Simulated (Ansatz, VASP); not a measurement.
Hg: VASP beside Ansatz

```
Hg
1.0
     2.13241    1.23115    2.02605
    -2.13241    1.23115    2.02605
     0.00000   -2.46229    2.02605
Hg
1
Cartesian
  -2.1324 1.2311 2.0261
```

Alike in both runs: task single point; functional PBE; k mesh 17 × 17 × 17; occupations fermi-dirac, width 0.1 eV; no spin polarisation.

```csv
,VASP,Ansatz
version,VASP 6.6.1,Ansatz 0.2.0
potentials or method,"VASP PAW PBE potentials, release 64 (Hg), cutoff 520 eV","plane waves (420 eV) with PAW, scalar-relativistic"
valence electrons in the cell,12,20
```

Ansatz gave:

```
pressure (GPa)                                                : -0.6
traceless stress, the component that is largest in VASP (GPa) : -0.09
```

Problem. Which values does VASP return?

Solution. Pressure (GPa): -0.5; traceless stress, the component that is largest in VASP (GPa): -0.06.

VASP's potentials hold 12 valence electrons a cell and Ansatz's 20, so a difference there can come from the potentials and not from the codes.

Neither program's run includes spin-orbit coupling.
